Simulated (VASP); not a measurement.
A run of VASP 6.6.1 is set up as follows.

The input POSCAR:

```
Hf
1.0
    3.1812904145      0.0000000000      0.0000000000
   -1.5906452073      2.7550783158      0.0000000000
    0.0000000000      0.0000000000     10.2359913037
Hf
4
Direct
    0.0000000000      0.0000000000      0.0000000000
    0.0000000000      0.0000000000      0.5000000000
    0.3333333333      0.6666666667      0.7500000000
    0.6666666667      0.3333333333      0.2500000000
```

The input INCAR.step1:

```
SYSTEM = Hf
ALGO = Normal
EDIFF = 1E-5
EDIFFG = -0.005
ENCUT = 550
GGA = PE
GGA_COMPAT = .False.
IBRION = 2
ISIF = 3
ISMEAR = 0
KPAR = 4
LASPH = .True.
LCHARG = .False.
LREAL = .False.
LWAVE = .True.
NELM = 120
NELMIN = 4
NSW = 100
PREC = Accurate
SIGMA = 0.1
```

The input INCAR.step2:

```
SYSTEM = Hf
ALGO = Normal
EDIFF = 1E-7
EDIFFG = -0.01
ENCUT = 550
GGA_COMPAT = .False.
IBRION = 2
ISIF = 3
ISMEAR = 0
ISTART = 1
KPAR = 4
LASPH = .True.
LCHARG = .False.
LMIXTAU = .True.
LREAL = .False.
LWAVE = .False.
METAGGA = R2SCAN
NELM = 120
NELMIN = 4
NSW = 100
PREC = Accurate
SIGMA = 0.1
```

The input KPOINTS:

```
k-points
0
Gamma
  18 18 6
  0 0 0
```

Potentials or basis: VASP PAW PBE potentials, release 64 (Hf_pv).

Command:

```console
$ cat potpaw_PBE.64/Hf_pv/POTCAR > POTCAR
$ cp INCAR.step1 INCAR
$ mpirun -np 4 vasp_std > vasp.out
$ cp INCAR.step2 INCAR
$ mpirun -np 4 vasp_std > vasp.out
```

Question: Estimate the space group after relaxing (to 0.1 Å).

Answer: P6_3/mmc (No. 194).

Question: Predict the relaxed cell.

Answer: a = 3.187 Å, b = 3.187 Å, c = 10.177 Å, α = 90.00°, β = 90.00°, γ = 120.00°.

Question: Estimate the band gap on the k mesh.

Answer: Zero (bands 20 and 21 overlap by 1.91 eV).

Question: Estimate the relaxed volume.

Answer: 22.39 Å³/atom.

The path:
| step | energy change (eV) | largest force (eV/Å) | pressure (GPa) | volume (Å³) |
| --- | --- | --- | --- | --- |
| 1 | 0.0000 | 0.0000 | -0.18 | 89.72 |
| 2 | -0.0016 | 0.0000 | 0.18 | 89.39 |
| 3 | -0.0016 | 0.0000 | 0.15 | 89.42 |
| 4 | -0.0016 | 0.0000 | -0.16 | 89.66 |
| 5 | -0.0017 | 0.0000 | -0.01 | 89.54 |

Caveat: the highest band is partly filled, so the run has too few bands; the PAW data sets were made with another functional, which shifts forces and pressure a little; spin-orbit coupling is left out, which moves the levels of the heavy elements.
